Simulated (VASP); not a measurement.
# YTl (P4/mmm) in VASP: further runs

YTl is run at these levels: LDA; tasks: electric field gradients.

All numbers are computed with VASP 6.6.1; they aren't measurements. Logs are shortened: lines on timing, memory, paths and dates and some standing lists are left out, and cuts for length are marked.

## Step 1: The cell of the first run

It takes space group P4/mmm (No. 123, tetragonal). Conventional cell: a = 3.751 Å, b = 3.751 Å, c = 3.676 Å, α = 90.00°, β = 90.00°, γ = 90.00°. Y (site symmetry 4/mmm) has 8 Tl at 3.23 Å and 6 Y at 3.68 to 3.75 Å within 4.2 Å. Within 4.2 Å of Tl (site symmetry 4/mmm) lie 8 Y at 3.23 Å and 6 Tl at 3.68 to 3.75 Å.

## Step 2: Electric field gradients, LDA (zz strain of -2 %)

Input file INCAR:

```
ALGO = Normal
EDIFF = 1E-8
ENCUT = 520
GGA = CA
ISIF = 2
ISMEAR = -1
LASPH = True
LCHARG = False
LEFG = True
LREAL = False
LWAVE = False
NBANDS = 19
NELM = 100
PREC = Accurate
SIGMA = 0.08
```

Input file KPOINTS:

```
k-points
0
Gamma
  11 11 11
```

Input file POSCAR:

```
YTl
1.0
    3.7510000000      0.0000000000      0.0000000000
    0.0000000000      3.7510000000      0.0000000000
    0.0000000000      0.0000000000      3.6759800000
Y Tl
1 1
Direct
    0.5000000000      0.5000000000      0.5000000000
    0.0000000000      0.0000000000      0.0000000000
```

Potentials or basis: VASP PAW LDA potentials, release 64 (Y_sv, Tl_d).

Command:

```sh
cat potpaw_LDA.64/Y_sv/POTCAR potpaw_LDA.64/Tl_d/POTCAR > POTCAR
mpirun -np 1 vasp_std > vasp.out
```

OUTCAR:

```text
EDIFF = 1E-8
   ENCUT = 520
   GGA = CA
   ISIF = 2
   ISMEAR = -1
   LASPH = True
   LREAL = False
   NELM = 100
   PREC = Accurate

 ion  position               nearest neighbor table
   1  0.500  0.500  0.500-   2 3.23   2 3.23   2 3.23   2 3.23   2 3.23   2 3.23   2 3.23   2 3.23

   2  0.000  0.000  0.000-   1 3.23   1 3.23   1 3.23   1 3.23   1 3.23   1 3.23   1 3.23   1 3.23

  LATTYP: Found a simple tetragonal cell.
 ALAT       =     3.7510000000
 C/A-ratio  =     0.9800000000

  Lattice vectors:

 A1 = (   3.7510000000,   0.0000000000,   0.0000000000)
 A2 = (   0.0000000000,   3.7510000000,   0.0000000000)
 A3 = (   0.0000000000,   0.0000000000,   3.6759800000)

Analysis of symmetry for initial positions (statically):
=====================================================================
 Subroutine PRICEL returns:
 Original cell was already a primitive cell.

 Routine SETGRP: Setting up the symmetry group for a
 simple tetragonal supercell.

 Subroutine GETGRP returns: Found 16 space group operations
 (whereof 16 operations were pure point group operations)
 out of a pool of 16 trial point group operations.

The static configuration has the point symmetry D_4h.

Analysis of symmetry for dynamics (positions and initial velocities):
=====================================================================
 Subroutine PRICEL returns:
 Original cell was already a primitive cell.

 Routine SETGRP: Setting up the symmetry group for a
 simple tetragonal supercell.

 Subroutine GETGRP returns: Found 16 space group operations
 (whereof 16 operations were pure point group operations)
 out of a pool of 16 trial point group operations.

The dynamic configuration has the point symmetry D_4h.

 Subroutine INISYM returns: Found 16 space group operations
 (whereof 16 operations are pure point group operations),
 and found     1 'primitive' translations

----------------------------------------------------------------------------------------

                                     Primitive cell

  volume of cell :      51.7210

  direct lattice vectors                    reciprocal lattice vectors
     3.751000000  0.000000000  0.000000000     0.266595575  0.000000000  0.000000000
     0.000000000  3.751000000  0.000000000     0.000000000  0.266595575  0.000000000
     0.000000000  0.000000000  3.675980000     0.000000000  0.000000000  0.272036301

  length of vectors
     3.751000000  3.751000000  3.675980000     0.266595575  0.266595575  0.272036301

  position of ions in fractional coordinates (direct lattice)
     0.500000000  0.500000000  0.500000000
     0.000000000  0.000000000  0.000000000

  ion indices of the primitive-cell ions
   primitive index   ion index
                 1           1
                 2           2

----------------------------------------------------------------------------------------

 KPOINTS: k-points

Automatic generation of k-mesh.
 Grid dimensions read from file:
 generate k-points for:   11   11   11

 Generating k-lattice:

  Cartesian coordinates                     Fractional coordinates (reciprocal lattice)
     0.024235961  0.000000000  0.000000000     0.090909091  0.000000000  0.000000000
     0.000000000  0.024235961  0.000000000     0.000000000  0.090909091  0.000000000
     0.000000000  0.000000000  0.024730573     0.000000000  0.000000000  0.090909091

  Length of vectors
     0.024235961  0.024235961  0.024730573

  Shift w.r.t. Gamma in fractional coordinates (k-lattice)
     0.000000000  0.000000000  0.000000000

 Subroutine IBZKPT returns following result:
 ===========================================

 Found    126 irreducible k-points:

 Following reciprocal coordinates:
            Coordinates               Weight
  0.000000  0.000000  0.000000      1.000000
  0.090909  0.000000  0.000000      4.000000
  0.181818  0.000000  0.000000      4.000000
  0.272727  0.000000  0.000000      4.000000
  0.363636  0.000000  0.000000      4.000000
  0.454545  0.000000  0.000000      4.000000
[... 16 lines left out ...]
  0.090909  0.000000  0.090909      8.000000
  0.181818  0.000000  0.090909      8.000000
 [... further k-points ...]
   k-points           NKPTS =    126   k-points in BZ     NKDIM =    126   number of bands    NBANDS=     19
   number of dos      NEDOS =    301   number of ions     NIONS =      2
   total plane-waves  NPLWV =  21952
   dimension x,y,z NGX =    28 NGY =   28 NGZ =   28
   dimension x,y,z NGXF=    56 NGYF=   56 NGZF=   56
   ions per type =               1   1
   NGX,Y,Z   is equivalent  to a cutoff of  12.41, 12.41, 12.66 a.u.
   NGXF,Y,Z  is equivalent  to a cutoff of  24.82, 24.82, 25.33 a.u.
 SYSTEM =  unknown system
   PREC   = accura    normal or accurate (medium, high low for compatibility)
   ISTART =      0    job   : 0-new  1-cont  2-samecut
   ICHARG =      2    charge: 1-file 2-atom 10-const
   ISPIN  =      1    spin polarized calculation?
   LNONCOLLINEAR =      F non collinear calculations
   LSORBIT =      F    spin-orbit coupling
   LASPH  =      T    aspherical Exc in radial PAW
   ENCUT  =  520.0 eV  38.22 Ry    6.18 a.u.   6.97  6.97  6.83*2*pi/ulx,y,z
   NELM   =    100;   NELMIN=  2; NELMDL= -5     # of ELM steps
   EDIFF  = 0.1E-07   stopping-criterion for ELM
   LREAL  =      F    real-space projection
   EDIFFG = 0.1E-06   stopping-criterion for IOM
   NSW    =      0    number of steps for IOM
   IBRION =     -1    ionic relax: 0-MD 1-quasi-New 2-CG
   NFREE  =      0    steps in history (QN), initial steepest desc. (CG)
   ISIF   =      2    stress and relaxation
   ISYM   =      2    0-nonsym 1-usesym 2-fastsym
   POTIM  = 0.5000    time-step for ionic-motion
   TEBEG  =    0.0;   TEEND  =   0.0 temperature during run
   PSTRESS=    0.0 pullay stress
   NELECT =      24.0000    total number of electrons
   NUPDOWN=      -1.0000    fix difference up-down
   EMIN   =  10.00;   EMAX   =-10.00  energy-range for DOS
   EFERMI =   0.00;   METHOD = LEGACY
   ISMEAR =    -1;   SIGMA  =   0.08  broadening in eV -4-tet -1-fermi 0-gaus
   EFERMI_NEDOS =   21; number of points for ismear=-14 and -15
   IALGO  =     38    algorithm
   IMIX   =      4    mixing-type and parameters
     AMIX     =   0.40;   BMIX     =  1.00
     AMIX_MAG =   1.60;   BMIX_MAG =  1.00
  volume/ion in A,a.u.               =      25.86       174.52
  Fermi-wavevector in a.u.,A,eV,Ry     =   1.267427  2.395089 21.855994  1.606370
  Thomas-Fermi vector in A             =   2.400575
   LORBIT       =      0    0 simple, 1 ext, 2 COOP (PROOUT), +10 PAW based schemes
   GGA     = CA    functional components
   LHFCALC =     F    Hartree Fock is set to
   AEXX    =    0.0000 exact exchange contribution
   IVDW    =     0    specifies the selected vdW correction
   LEPSILON=     F    determine dielectric tensor
   LRPA    =     F    only Hartree local field effects (RPA)
 non-spin polarized calculation
  energy-cutoff  :      520.00
  volume of cell :       51.72
 maximum number of plane-waves:      1410
 NGX is ok and might be reduce to    28
   NGX = 13   NGY = 13   NGZ = 13

 number of electron      24.0000007 magnetization

 Free energy of the ion-electron system (eV)
  ---------------------------------------------------
  ext. energy  EPLUGINS =         0.00000000
  ---------------------------------------------------
  free energy    TOTEN  =       -10.90627001 eV

  energy without entropy =      -10.87944250  energy(sigma->0) =      -10.89285625

 E-fermi :   6.0897     XC(G=0): -10.8329

 val. band max:        6.0750413163   @ k =   0.0909   0.0000   0.3636
 cond. band min:       6.0931717686   @ k =   0.0000   0.0000   0.4545
 fundamental gap:      0.0181304523
 Fermi energy:         6.0896755707

 k-point     1 :       0.0000    0.0000    0.0000
  band No.  band energies     occupation
      1     -36.6599      2.00000
      2     -16.7113      2.00000
      3     -16.7113      2.00000
      4     -16.6823      2.00000
      5      -5.6900      2.00000
      6      -5.6704      2.00000
[... 11 lines left out ...]
     18       9.6806      0.00000
     19      11.8393      0.00000

 k-point     2 :       0.0909    0.0000    0.0000
  band No.  band energies     occupation
      1     -36.6588      2.00000
      2     -16.7307      2.00000
      3     -16.7102      2.00000
      4     -16.6812      2.00000
      5      -5.6840      2.00000
      6      -5.6500      2.00000
[... 11 lines left out ...]
     18      10.5274      0.00000
     19      12.5196      0.00000

 k-point     3 :       0.1818    0.0000    0.0000
  band No.  band energies     occupation
      1     -36.6558      2.00000
      2     -16.7822      2.00000
      3     -16.7071      2.00000
      4     -16.6781      2.00000
      5      -5.6731      2.00000
      6      -5.5905      2.00000
[... 11 lines left out ...]
     18      11.5399      0.00000
     19      13.5766      0.00000

 k-point     4 :       0.2727    0.0000    0.0000
  band No.  band energies     occupation
      1     -36.6520      2.00000
      2     -16.8487      2.00000
      3     -16.7031      2.00000
      4     -16.6741      2.00000
      5      -5.6601      2.00000
      6      -5.5121      2.00000
[... 11 lines left out ...]
     18      12.6286      0.00000
     19      14.1691      0.00000

 k-point     5 :       0.3636    0.0000    0.0000
  band No.  band energies     occupation
      1     -36.6485      2.00000
      2     -16.9088      2.00000
      3     -16.6994      2.00000
      4     -16.6704      2.00000
      5      -5.6484      2.00000
      6      -5.4693      2.00000
[... 11 lines left out ...]
     18      13.7924      0.00000
     19      13.9954      0.00000
[... 334 lines left out ...]
      2     -16.9001      2.00000
      3     -16.8989      2.00000
      4     -16.6441      2.00000
      5      -5.6739      2.00000
      6      -5.5610      2.00000
[... 11 lines left out ...]
     18      11.8956      0.00000
     19      12.2225      0.00000

 k-point    22 :       0.0000    0.0000    0.0909
  band No.  band energies     occupation
      1     -36.6585      2.00000
      2     -16.7098      2.00000
      3     -16.7098      2.00000
      4     -16.7052      2.00000
      5      -5.6664      2.00000
      6      -5.6636      2.00000
[... 11 lines left out ...]
     18      10.3652      0.00000
     19      12.5596      0.00000

 k-point    23 :       0.0909    0.0000    0.0909
  band No.  band energies     occupation
      1     -36.6574      2.00000
      2     -16.7292      2.00000
      3     -16.7086      2.00000
      4     -16.7036      2.00000
      5      -5.6611      2.00000
      6      -5.6427      2.00000
[... 11 lines left out ...]
     18      10.7860      0.00000
     19      13.2765      0.00000

 k-point    24 :       0.1818    0.0000    0.0909
  band No.  band energies     occupation
      1     -36.6545      2.00000
      2     -16.7801      2.00000
      3     -16.7053      2.00000
      4     -16.7000      2.00000
      5      -5.6523      2.00000
      6      -5.5819      2.00000
[... 11 lines left out ...]
     18      11.6124      0.00000
     19      14.3540      0.00000

 [... further k-points ...]

------------------------ aborting loop because EDIFF is reached ----------------------------------------

  FORCE on cell =-STRESS in cart. coord.  units (eV):
  Direction    XX          YY          ZZ          XY          YZ          ZX
  --------------------------------------------------------------------------------------
  -------------------------------------------------------------------------------------
  Total       -0.5930799     -0.5930799     -0.4848045      0.0000000     -0.0000000      0.0000000
  in kB      -18.3720025    -18.3720025    -15.0179258      0.0000000     -0.0000000      0.0000000
  external PRESSURE =     -17.2539770 kB  Pullay stress =       0.0000000 kB

 VOLUME and BASIS-vectors are now :
 -----------------------------------------------------------------------------
  energy-cutoff  :      520.00
  volume of cell :       51.72
      direct lattice vectors                 reciprocal lattice vectors
     3.751000000  0.000000000  0.000000000     0.266595575  0.000000000  0.000000000
     0.000000000  3.751000000  0.000000000     0.000000000  0.266595575  0.000000000
     0.000000000  0.000000000  3.675980000     0.000000000  0.000000000  0.272036301

 POSITION                                       TOTAL-FORCE (eV/Angst)
 -----------------------------------------------------------------------------------
      1.87550      1.87550      1.83799         0.000000      0.000000      0.000000
      0.00000      0.00000      0.00000         0.000000      0.000000      0.000000
 -----------------------------------------------------------------------------------
    total drift:                                0.000000      0.000000      0.000000

  FREE ENERGIE OF THE ION-ELECTRON SYSTEM (eV)
  ---------------------------------------------------
  free  energy   TOTEN  =       -10.9062700053 eV

  energy  without entropy=      -10.8794424975  energy(sigma->0) =      -10.89285625

 Electric field gradients (V/A^2)
---------------------------------------------------------------------
 ion       V_xx      V_yy      V_zz      V_xy      V_xz      V_yz
---------------------------------------------------------------------
   1       0.539     0.539    -1.078     0.000    -0.000     0.000
   2      -8.501    -8.501    17.002    -0.000    -0.000     0.000
---------------------------------------------------------------------

 Electric field gradients after diagonalization (V/A^2)
 (convention: |V_zz| > |V_xx| > |V_yy|)
----------------------------------------------------------------------
 ion       V_xx      V_yy      V_zz     asymmetry (V_yy - V_xx)/ V_zz
----------------------------------------------------------------------
   1       0.539     0.539    -1.078       0.000
   2      -8.501    -8.501    17.002       0.000
----------------------------------------------------------------------

           NMR quadrupolar parameters

 Cq : quadrupolar parameter    Cq=e*Q*V_zz/h
 eta: asymmetry parameters     (V_yy - V_xx)/ V_zz
 Q  : nuclear electric quadrupole moment in mb (millibarn)
----------------------------------------------------------------------
 ion       Cq(MHz)       eta       Q (mb)
----------------------------------------------------------------------
   1      -0.003       0.000       1.000
   2       0.041       0.000       1.000
----------------------------------------------------------------------
```

Wall time 2 min (1 thread of Oxide Virtual Turin-like, shared host); peak memory 0.23 GiB.

What came out:

| Quantity | Value |
| --- | --- |
| Free energy | -10.9063 eV |
| Pressure | -1.7 GPa |
| Band gap on the k mesh | zero (bands 12 and 13 overlap by 2.21 eV) |
| Largest electric field gradient by atom | Y -1.1; Tl +17.0 V/Å² |

Stress tensor (GPa, compression positive):
```
-1.84  0.00  0.00
 0.00 -1.84  0.00
 0.00  0.00 -1.50
```

Levels at points of the mesh, in eV from the Fermi level:
```tsv
k point	band 9	band 10	band 11	band 12	band 13	band 14	band 15	band 16
(0.00, 0.00, 0.00)	-11.50	-9.15	-0.15	-0.14	3.01	3.01	3.40	3.48
```

Electric field gradients, principal values (V/Å²):
```
atom   least  middle  greatest (by size)
 1 Y   0.539   0.539              -1.078
2 Tl  -8.501  -8.501              17.002
```

Caveat: the cell differs from its parent crystal (zz strain of -2 %); without QUAD_EFG the Cq values of the log hold for a quadrupole moment of 1 mb, not for the nuclei; spin-orbit coupling is left out, which moves the levels of the heavy elements.

(Part 1 of 3 ends here.)

The gap in the log of VASP goes by the Fermi energy; the results here count the filled bands.